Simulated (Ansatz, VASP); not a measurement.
## Mo in VASP and in Ansatz

```
CELL_PARAMETERS angstrom
2.60407 0.00000 0.00000
0.00000 2.60407 0.00000
0.00000 0.00000 2.60407
ATOMIC_POSITIONS crystal
Mo 0.00000 0.00000 0.00000
```

Alike in both runs: functional PBE; k mesh 16 × 16 × 16; occupations gaussian, width 0.1 eV; no spin polarisation.

Ansatz relaxed the structure, and its values are those at the end. VASP's run is a single point on that final structure, the one shown.

```csv
,VASP,Ansatz
version,VASP 6.6.1,Ansatz 0.2.0
potentials or method,"VASP PAW PBE potentials, release 64 (Mo_sv), cutoff 520 eV","scalar-relativistic, plane waves, PAW"
valence electrons in the cell,14,14
```

|  | VASP | Ansatz | Ansatz less VASP |
| --- | --- | --- | --- |
| gap on the k mesh at the Fermi level (eV) | none | none | - |
| pressure (GPa) | 0.4 | 0.0 | -0.45 |

A gap of «none» marks a metal or a gap that the smearing closes.
